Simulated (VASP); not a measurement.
# AlNi (F-43m) in VASP: a series of runs

Runs on AlNi. Level: PBE. Tasks: single point, relaxation of cell and atoms.

All numbers are computed with VASP 6.6.1; they aren't measurements. Logs are shortened: lines on timing, memory, paths and dates and some standing lists are left out, and cuts for length are marked.

## Step 1: The cell of the first run

Symmetry: F-43m, No. 216, cubic system. Conventional cell: a = 5.362 Å, b = 5.362 Å, c = 5.362 Å, α = 90.00°, β = 90.00°, γ = 90.00°. Within 3.1 Å of Al (site symmetry -43m) lie 4 Ni at 2.32 Å. Within 3.1 Å of Ni (site symmetry -43m) lie 4 Al at 2.32 Å.

## Step 2: Single point, PBE

The input, INCAR:

```
PREC = Accurate
ENCUT = 600
EDIFF = 1E-6
ISMEAR = 0
SIGMA = 0.1
LREAL = False
LASPH = True
NELM = 120
ALGO = Normal
ISIF = 2
LWAVE = False
LCHARG = False
GGA = PE
NBANDS = 14
GGA_COMPAT = False
```

The input, KPOINTS:

```
Automatic mesh
0
Gamma
  6 6 6
```

The input, POSCAR:

```
AlNi
1.0
    0.0000000000      2.6808142952      2.6808142952
    2.6808142952      0.0000000000      2.6808142952
    2.6808142952      2.6808142952      0.0000000000
Al Ni
1 1
Direct
    0.0000000000      0.0000000000      0.0000000000
    0.7500000000      0.7500000000      0.7500000000
```

Potentials or basis: VASP PAW PBE potentials, release 64 (Al, Ni).

The run is started by

```
$ cat potpaw_PBE.64/Al/POTCAR potpaw_PBE.64/Ni/POTCAR > POTCAR
$ mpirun -np 1 vasp_std > vasp.out
```

OUTCAR:

```text
PREC = Accurate
   ENCUT = 600
   EDIFF = 1E-6
   ISMEAR = 0
   LREAL = False
   LASPH = True
   NELM = 120
   ISIF = 2
   GGA = PE

 ion  position               nearest neighbor table
   1  0.000  0.000  0.000-   2 2.32   2 2.32   2 2.32   2 2.32
   2  0.750  0.750  0.750-   1 2.32   1 2.32   1 2.32   1 2.32

  LATTYP: Found a face centered cubic cell.
 ALAT       =     5.3616285904

  Lattice vectors:

 A1 = (   0.0000000000,   2.6808142952,   2.6808142952)
 A2 = (   2.6808142952,   0.0000000000,   2.6808142952)
 A3 = (   2.6808142952,   2.6808142952,   0.0000000000)

Analysis of symmetry for initial positions (statically):
=====================================================================
 Subroutine PRICEL returns:
 Original cell was already a primitive cell.

 Routine SETGRP: Setting up the symmetry group for a
 face centered cubic supercell.

 Subroutine GETGRP returns: Found 24 space group operations
 (whereof 24 operations were pure point group operations)
 out of a pool of 48 trial point group operations.

The static configuration has the point symmetry T_d .

Analysis of symmetry for dynamics (positions and initial velocities):
=====================================================================
 Subroutine PRICEL returns:
 Original cell was already a primitive cell.

 Routine SETGRP: Setting up the symmetry group for a
 face centered cubic supercell.

 Subroutine GETGRP returns: Found 24 space group operations
 (whereof 24 operations were pure point group operations)
 out of a pool of 48 trial point group operations.

The dynamic configuration has the point symmetry T_d .

 Subroutine INISYM returns: Found 24 space group operations
 (whereof 24 operations are pure point group operations),
 and found     1 'primitive' translations

----------------------------------------------------------------------------------------

                                     Primitive cell

  volume of cell :      38.5328

  direct lattice vectors                    reciprocal lattice vectors
     0.000000000  2.680814295  2.680814295    -0.186510495  0.186510495  0.186510495
     2.680814295  0.000000000  2.680814295     0.186510495 -0.186510495  0.186510495
     2.680814295  2.680814295  0.000000000     0.186510495  0.186510495 -0.186510495

  length of vectors
     3.791243934  3.791243934  3.791243934     0.323045653  0.323045653  0.323045653

  position of ions in fractional coordinates (direct lattice)
     0.000000000  0.000000000  0.000000000
     0.750000000  0.750000000  0.750000000

  ion indices of the primitive-cell ions
   primitive index   ion index
                 1           1
                 2           2

----------------------------------------------------------------------------------------

 KPOINTS: Automatic mesh

Automatic generation of k-mesh.
 Grid dimensions read from file:
 generate k-points for:    6    6    6

 Generating k-lattice:

  Cartesian coordinates                     Fractional coordinates (reciprocal lattice)
    -0.031085082  0.031085082  0.031085082     0.166666667  0.000000000  0.000000000
     0.031085082 -0.031085082  0.031085082     0.000000000  0.166666667  0.000000000
     0.031085082  0.031085082 -0.031085082     0.000000000  0.000000000  0.166666667

  Length of vectors
     0.053840942  0.053840942  0.053840942

  Shift w.r.t. Gamma in fractional coordinates (k-lattice)
     0.000000000  0.000000000  0.000000000

 Subroutine IBZKPT returns following result:
 ===========================================

 Found     16 irreducible k-points:

 Following reciprocal coordinates:
            Coordinates               Weight
  0.000000  0.000000  0.000000      1.000000
  0.166667  0.000000  0.000000      8.000000
  0.333333  0.000000  0.000000      8.000000
  0.500000  0.000000  0.000000      4.000000
  0.166667  0.166667  0.000000      6.000000
  0.333333  0.166667  0.000000     24.000000
[... 8 lines left out ...]
 -0.333333  0.333333  0.166667     24.000000
 -0.333333  0.500000  0.166667     12.000000
   k-points           NKPTS =     16   k-points in BZ     NKDIM =     16   number of bands    NBANDS=     14
   number of dos      NEDOS =    301   number of ions     NIONS =      2
   total plane-waves  NPLWV =  27000
   dimension x,y,z NGX =    30 NGY =   30 NGZ =   30
   dimension x,y,z NGXF=    60 NGYF=   60 NGZF=   60
   ions per type =               1   1
   NGX,Y,Z   is equivalent  to a cutoff of  13.15, 13.15, 13.15 a.u.
   NGXF,Y,Z  is equivalent  to a cutoff of  26.31, 26.31, 26.31 a.u.
 SYSTEM =  unknown system
   PREC   = accura    normal or accurate (medium, high low for compatibility)
   ISTART =      0    job   : 0-new  1-cont  2-samecut
   ICHARG =      2    charge: 1-file 2-atom 10-const
   ISPIN  =      1    spin polarized calculation?
   LNONCOLLINEAR =      F non collinear calculations
   LSORBIT =      F    spin-orbit coupling
   LASPH  =      T    aspherical Exc in radial PAW
[... 26 lines left out ...]
   LORBIT       =      0    0 simple, 1 ext, 2 COOP (PROOUT), +10 PAW based schemes
   GGA     = PE    functional components
   LHFCALC =     F    Hartree Fock is set to
   AEXX    =    0.0000 exact exchange contribution
   IVDW    =     0    specifies the selected vdW correction
   LEPSILON=     F    determine dielectric tensor
   LRPA    =     F    only Hartree local field effects (RPA)
 non-spin polarized calculation
 Gauss-broadening in eV      SIGMA  =   0.10
  energy-cutoff  :      600.00
  volume of cell :       38.53
 maximum number of plane-waves:      1303
   NGX = 15   NGY = 15   NGZ = 15

 number of electron      12.9999998 magnetization

 Free energy of the ion-electron system (eV)
  ---------------------------------------------------
  ext. energy  EPLUGINS =         0.00000000
  ---------------------------------------------------
  free energy    TOTEN  =        -8.26877463 eV

  energy without entropy =       -8.25823218  energy(sigma->0) =       -8.26350341

 E-fermi :   4.2912     XC(G=0):  -9.6347

 val. band max:        4.2394619164   @ k =   0.5000   0.3333   0.0000
 cond. band min:       4.3555836294   @ k =  -0.3333   0.3333   0.0000
 fundamental gap:      0.1161217130
 Fermi energy:         4.2912260954

 k-point     1 :       0.0000    0.0000    0.0000
  band No.  band energies     occupation
      1      -3.3369      2.00000
      2       2.4870      2.00000
      3       2.4870      2.00000
      4       2.4870      2.00000
      5       3.0902      2.00000
      6       3.0902      2.00000
      7      11.2615      0.00000
      8      11.2615      0.00000
      9      11.2615      0.00000
     10      11.9930      0.00000
     11      11.9930      0.00000
     12      11.9930      0.00000
     13      14.9250      0.00000
     14      16.6952      0.00000

 k-point     2 :       0.1667    0.0000    0.0000
  band No.  band energies     occupation
      1      -2.9218      2.00000
      2       2.3916      2.00000
      3       2.5431      2.00000
      4       2.5431      2.00000
      5       3.0771      2.00000
      6       3.0771      2.00000
      7       8.0012      0.00000
      8      10.2619      0.00000
      9      10.2619      0.00000
     10      12.7899      0.00000
     11      13.0799      0.00000
     12      13.0799      0.00000
     13      15.8609      0.00000
     14      16.0956      0.00000

 k-point     3 :       0.3333    0.0000    0.0000
  band No.  band energies     occupation
      1      -1.7527      2.00000
      2       2.0688      2.00000
      3       2.6009      2.00000
      4       2.6009      2.00000
      5       3.1255      2.00000
      6       3.1255      2.00000
      7       4.7537      0.00000
      8       9.4027      0.00000
      9       9.4027      0.00000
     10      12.5321      0.00000
     11      12.9551      0.00000
     12      12.9551      0.00000
     13      15.3687      0.00000
     14      17.2892      0.00000
[... 188 lines left out ...]
 k-point    15 :      -0.3333    0.3333    0.1667
  band No.  band energies     occupation
      1       0.2115      2.00000
      2       1.9403      2.00000
      3       2.3447      2.00000
      4       2.9349      2.00000
      5       2.9912      2.00000
      6       3.2881      2.00000
      7       3.8525      2.00000
      8       5.4821      0.00000
      9       6.5733      0.00000
     10      12.4379      0.00000
     11      13.5142      0.00000
     12      15.6530      0.00000
     13      16.1451      0.00000
     14      18.3969      0.00000

 k-point    16 :      -0.3333    0.5000    0.1667
  band No.  band energies     occupation
      1       0.6344      2.00000
      2       1.6744      2.00000
      3       2.7621      2.00000
      4       2.8149      2.00000
      5       3.1356      2.00000
      6       3.5318      2.00000
      7       3.7706      2.00000
      8       5.1147      0.00000
      9       5.6163      0.00000
     10      11.9996      0.00000
     11      12.3628      0.00000
     12      16.4846      0.00000
     13      16.5546      0.00000
     14      20.3832      0.00000

------------------------ aborting loop because EDIFF is reached ----------------------------------------

  FORCE on cell =-STRESS in cart. coord.  units (eV):
  Direction    XX          YY          ZZ          XY          YZ          ZX
  --------------------------------------------------------------------------------------
  -------------------------------------------------------------------------------------
  Total       -0.0062965     -0.0062965     -0.0062965      0.0000000      0.0000000      0.0000000
  in kB       -0.2618079     -0.2618079     -0.2618079      0.0000000      0.0000000      0.0000000
  external PRESSURE =      -0.2618079 kB  Pullay stress =       0.0000000 kB

 VOLUME and BASIS-vectors are now :
 -----------------------------------------------------------------------------
  energy-cutoff  :      600.00
  volume of cell :       38.53
      direct lattice vectors                 reciprocal lattice vectors
     0.000000000  2.680814295  2.680814295    -0.186510495  0.186510495  0.186510495
     2.680814295  0.000000000  2.680814295     0.186510495 -0.186510495  0.186510495
     2.680814295  2.680814295  0.000000000     0.186510495  0.186510495 -0.186510495

 POSITION                                       TOTAL-FORCE (eV/Angst)
 -----------------------------------------------------------------------------------
      0.00000      0.00000      0.00000        -0.000000     -0.000000     -0.000000
      4.02122      4.02122      4.02122         0.000000      0.000000      0.000000
 -----------------------------------------------------------------------------------
    total drift:                                0.000000      0.000000      0.000000

  FREE ENERGIE OF THE ION-ELECTRON SYSTEM (eV)
  ---------------------------------------------------
  free  energy   TOTEN  =        -8.2687746324 eV

  energy  without entropy=       -8.2582321812  energy(sigma->0) =       -8.26350341
```

It took 7.2 s on 1 thread of Intel Xeon 6975P-C (Granite Rapids), shared host; peak memory 0.16 GiB.

Results:

```
Free energy            : -8.2688 eV
Pressure               : 0.0 GPa
Band gap on the k mesh : zero (an odd number of electrons rules out a gap without spin polarisation)
```

## Step 3: Relaxation of cell and atoms, PBE

This run uses another cell than the first one, of 12.37 Å³/atom.

The input, INCAR:

```
SYSTEM = AlNi
PREC     = Accurate       ! precision mode
ENCUT    = 600            ! plane-wave cutoff, eV
EDIFF    = 1E-7           ! SCF threshold, eV
ISMEAR   = 0              ! smearing method
SIGMA    = 0.1            ! smearing width, eV
LREAL    = .FALSE.        ! projectors in reciprocal space
LASPH    = .TRUE.         ! aspherical terms in the spheres
NELM     = 120            ! most SCF steps
ALGO     = Normal         ! electronic algorithm
ISIF     = 3              ! what is computed and relaxed
LWAVE    = .FALSE.        ! write WAVECAR
LCHARG   = .FALSE.        ! write CHGCAR
GGA      = PE             ! functional
IBRION   = 2              ! ionic algorithm
NSW      = 90             ! ionic steps
EDIFFG   = -0.04          ! ionic threshold
GGA_COMPAT= .FALSE.      
NELMIN   = 4
```

The input, KPOINTS:

```
Automatic mesh
0
G
  6 6 6
  0 0 0
```

The input, POSCAR:

```
AlNi
1.0
    0.0000000000      2.3127756267      2.3127756267
    2.3127756267      0.0000000000      2.3127756267
    2.3127756267      2.3127756267      0.0000000000
Al Ni
1 1
Direct
    0.0000000000      0.0000000000      0.0000000000
    0.7500000000      0.7500000000      0.7500000000
```

Potentials or basis: VASP PAW PBE potentials, release 64 (Al, Ni).

The run is started by

```
$ cat potpaw_PBE.64/Al/POTCAR potpaw_PBE.64/Ni/POTCAR > POTCAR
$ mpirun -np 1 vasp_std > vasp.out
```

Wall time 18 s (1 thread of Intel Xeon 6975P-C (Granite Rapids), shared host); peak memory 0.15 GiB.

Results (log left out):

| Item | Value |
| --- | --- |
| Free energy | -8.2662 eV |
| Relaxed volume | 19.33 Å³/atom |
| Relaxed cell | a = 3.795 Å, b = 3.795 Å, c = 3.795 Å, α = 60.00°, β = 60.00°, γ = 60.00° |
| Space group after relaxing (to 0.1 Å) | F-43m (No. 216) |
| Energy gained by relaxing | 1046.0 meV/atom |
| Ionic steps | 4 |
| Pressure after relaxing | -0.3 GPa |
| Band gap on the k mesh | zero (an odd number of electrons rules out a gap without spin polarisation) |

Step by step:
| step | energy change (eV) | largest force (eV/Å) | pressure (GPa) | volume (Å³) |
| --- | --- | --- | --- | --- |
| 1 | 0.0000 | 0.0000 | 70.79 | 24.74 |
| 2 | -1.6552 | 0.0000 | -9.69 | 49.93 |
| 3 | -2.0915 | 0.0000 | 0.60 | 38.17 |
| 4 | -2.0919 | 0.0000 | -0.28 | 38.66 |

Final structure:
```yaml
crystal:
  lattice:
    - [0.00000, 2.68371, 2.68371]
    - [2.68371, 0.00000, 2.68371]
    - [2.68371, 2.68371, 0.00000]
  atoms:
    - { symbol: Al, position: [0.00000, 0.00000, 0.00000] }
    - { symbol: Ni, position: [0.75000, 0.75000, 0.75000] }
```

Levels at points of the mesh, in eV from the Fermi level:
```tsv
k point	band 3	band 4	band 5	band 6	band 7	band 8	band 9	band 10
(0.00, 0.00, 0.00)	-1.80	-1.80	-1.19	-1.19	6.95	6.95	6.95	7.68
(0.50, 0.00, 0.00)	-1.69	-1.69	-1.09	-1.09	-0.85	4.77	4.77	8.08
(0.50, 0.50, 0.00)	-1.26	-1.23	-1.23	-0.98	-0.54	1.96	1.96	5.37
```

Caveat: the k points lie up to 0.34 Å⁻¹ apart in the final cell, too coarse for converged energies and pressures of a metal; the volume moved by over 15 % at a fixed basis, so the end points are rough.

## Step 4: Single point, PBE

This run uses another cell than the first one, of 19.23 Å³/atom.

The input, INCAR:

```
  PREC = Accurate
  ENCUT = 600
  EDIFF = 1E-6
  ISMEAR = 0
  SIGMA = 0.1
  LREAL = F
  LASPH = T
  NELM = 120
  ALGO = Normal
  ISIF = 2
  LWAVE = F
  LCHARG = F
  GGA = PE
  NBANDS = 14
  GGA_COMPAT = F
```

The input, KPOINTS:

```
regular mesh
0
Gamma
  18 18 18
```

The input, POSCAR:

```
AlNi
1.0
    0.0000000000      2.6789393364      2.6789393364
    2.6789393364      0.0000000000      2.6789393364
    2.6789393364      2.6789393364      0.0000000000
Al Ni
1 1
Direct
    0.0000000000      0.0000000000      0.0000000000
    0.2500000000      0.2500000000      0.2500000000
```

The run is started by

```
$ cat potpaw_PBE.64/Al/POTCAR potpaw_PBE.64/Ni/POTCAR > POTCAR
$ mpirun -np 1 vasp_std > vasp.out
```

It took 58 s on 1 thread of Intel Xeon 6975P-C (Granite Rapids), shared host; peak memory 0.27 GiB.

Results (log left out):

| Quantity | Value |
| --- | --- |
| Free energy | -8.2761 eV |
| Pressure | 0.1 GPa |
| Band gap on the k mesh | zero (an odd number of electrons rules out a gap without spin polarisation) |

Levels at points of the mesh, in eV from the Fermi level:
```csv
k point,band 2,band 3,band 4,band 5,band 6,band 7,band 8,band 9,band 10,band 11
"(0.00, 0.00, 0.00)",-1.86,-1.86,-1.86,-1.25,-1.25,6.92,6.92,6.92,7.65,7.65
"(0.50, 0.00, 0.00)",-2.96,-1.75,-1.75,-1.15,-1.15,-0.90,4.73,4.73,8.05,8.26
"(0.50, 0.50, 0.00)",-3.13,-1.33,-1.29,-1.29,-1.03,-0.60,1.91,1.91,5.32,6.01
```

Spin polarisation is off, so any magnetic state and its effect on volume and gap are missing.

## Step 5: Relaxation of cell and atoms, PBE

The input, INCAR:

```
SYSTEM = AlNi
ALGO     = Normal         ! electronic algorithm
EDIFF    = 1E-7           ! SCF threshold, eV
EDIFFG   = -0.01          ! ionic threshold
ENCUT    = 600            ! plane-wave cutoff, eV
GGA      = PE             ! functional
GGA_COMPAT= .False.      
IBRION   = 2              ! ionic algorithm
ISIF     = 3              ! what is computed and relaxed
ISMEAR   = 0              ! smearing method
LASPH    = .True.         ! aspherical terms in the spheres
LCHARG   = .False.        ! write CHGCAR
LREAL    = .False.        ! projectors in reciprocal space
LWAVE    = .False.        ! write WAVECAR
NELM     = 120            ! most SCF steps
NELMIN   = 4            
NSW      = 100            ! ionic steps
PREC     = Accurate       ! precision mode
SIGMA    = 0.1            ! smearing width, eV
```

The input, KPOINTS:

```
k-points
0
Gamma
  18 18 18
  0 0 0
```

The input, POSCAR:

```
AlNi
1.0
    0.0000000000      2.6808142952      2.6808142952
    2.6808142952      0.0000000000      2.6808142952
    2.6808142952      2.6808142952      0.0000000000
Al Ni
1 1
Direct
    0.0000000000      0.0000000000      0.0000000000
    0.2500000000      0.2500000000      0.2500000000
```

The run is started by

```
$ cat potpaw_PBE.64/Al/POTCAR potpaw_PBE.64/Ni/POTCAR > POTCAR
$ mpirun -np 1 vasp_std > vasp.out
```

Run time: 73 s. Hardware: 1 thread of Intel Xeon 6975P-C (Granite Rapids), shared host; peak memory 0.25 GiB.

The run converged. Its results:

- Free energy: -8.2761 eV
- Relaxed volume: 19.22 Å³/atom
- Relaxed cell: a = 3.788 Å, b = 3.788 Å, c = 3.788 Å, α = 60.00°, β = 60.00°, γ = 60.00°
- Space group after relaxing (to 0.1 Å): F-43m (No. 216)
- Energy gained by relaxing: 0.0 meV/atom
- Ionic steps: 2
- Pressure after relaxing: 0.0 GPa
- Band gap on the k mesh: zero (an odd number of electrons rules out a gap without spin polarisation)

Final structure:
```
CELL_PARAMETERS angstrom
0.00000 2.67868 2.67868
2.67868 0.00000 2.67868
2.67868 2.67868 0.00000
ATOMIC_POSITIONS crystal
Al 0.00000 0.00000 0.00000
Ni 0.25000 0.25000 0.25000
```

Levels at points of the mesh, in eV from the Fermi level:
| k point | band 3 | band 4 | band 5 | band 6 | band 7 | band 8 | band 9 | band 10 |
| --- | --- | --- | --- | --- | --- | --- | --- | --- |
| (0.00, 0.00, 0.00) | -1.86 | -1.86 | -1.25 | -1.25 | 6.92 | 6.92 | 6.92 | 7.65 |
| (0.50, 0.00, 0.00) | -1.75 | -1.75 | -1.15 | -1.15 | -0.90 | 4.73 | 4.73 | 8.05 |
| (0.50, 0.50, 0.00) | -1.33 | -1.29 | -1.29 | -1.03 | -0.60 | 1.91 | 1.91 | 5.32 |

Spin polarisation is off, so any magnetic state and its effect on volume and gap are missing.

## Step 6: Overview

| task | cell | k mesh | gap on the mesh (eV) | pressure (GPa) | relaxed volume (Å³/atom) |
| --- | --- | --- | --- | --- | --- |
| single point | a = 3.791 Å, angles 60.0°, 2 atoms | 6 × 6 × 6 | none | 0.0 | - |
| relaxation of cell and atoms | relaxed from a = 3.271 Å, angles 60.0°, 2 atoms | 6 × 6 × 6 | none | -0.3 | 19.33 |
| single point | a = 3.789 Å, angles 60.0°, 2 atoms | 18 × 18 × 18 | none | 0.1 | - |
| relaxation of cell and atoms | relaxed from a = 3.791 Å, angles 60.0°, 2 atoms | 18 × 18 × 18 | none | 0.0 | 19.22 |

Alike in all rows: level PBE; potentials or basis VASP PAW PBE potentials, release 64 (Al, Ni); no spin polarisation; cutoff (eV) 600; smearing gaussian 0.1 eV.

Caveats: some runs use coarse meshes; the volume moved by over 15 % at a fixed basis, so the end points are rough (at least some runs).

Total energies depend on the potentials used, so only differences within one code and one set of settings carry meaning.
